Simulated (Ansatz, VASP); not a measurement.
# CdSe in VASP and in Ansatz

```xyz
2
Lattice="0.0000 2.9861 2.9861 2.9861 0.0000 2.9861 2.9861 2.9861 0.0000" Properties=species:S:1:pos:R:3 pbc="T T T"
Cd    0.0000    0.0000    0.0000
Se    4.4792    4.4792    4.4792
```

Alike in both runs: task single point; functional PBE; k mesh 6 × 6 × 6; occupations fermi-dirac, width 0.1 eV; non-collinear spin, spin-orbit coupling.

|  | VASP | Ansatz |
| --- | --- | --- |
| version | VASP 6.6.1 | Ansatz 0.2.0 |
| potentials or method | VASP PAW PBE potentials, release 64 (Cd, Se), cutoff 500 eV | all-electron LAPW, relativistic spinors |

|  | VASP | Ansatz | Ansatz less VASP |
| --- | --- | --- | --- |
| pressure (GPa) | 6.8 | 6.4 | -0.40 |

Ansatz ran all-electron here, and VASP with PAW potentials.
